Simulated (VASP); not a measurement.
The system is Ni.

```
CELL_PARAMETERS angstrom
0.00000 1.76595 1.76595
1.76595 0.00000 1.76595
1.76595 1.76595 0.00000
ATOMIC_POSITIONS crystal
Ni 0.00000 0.00000 0.00000
```

Base run:

```yaml
Program: VASP 6.6.1
Functional: PBE
Potentials_or_basis: VASP PAW PBE potentials, release 64 (Ni)
Cutoff: 520 eV
k_mesh: 13 × 13 × 13
Occupations: fermi-dirac, width 0.05 eV
Spin: collinear spin, ferromagnetic start
Starting_moments: "[0.24] μB"
Fixed_moment: 0.24 μB
```

Its results: pressure -3.1 GPa; site moments Ni +0.25 μB.

After a change of settings the same cell gave: pressure -2.6 GPa; site moments Ni +0.49 μB. Which change was it?
A. fixed moment from 0.24 μB to 0.71 μB; moments at the start from [0.24] to [0.71]
B. fixed moment from 0.24 μB to 1.67 μB; moments at the start from [0.24] to [1.67]
C. fixed moment from 0.24 μB to 0.48 μB; moments at the start from [0.24] to [0.48]
D. fixed moment from 0.24 μB to 1.91 μB; moments at the start from [0.24] to [1.91]

C.

Caveats: the total moment is fixed, so each spin has its own Fermi level.
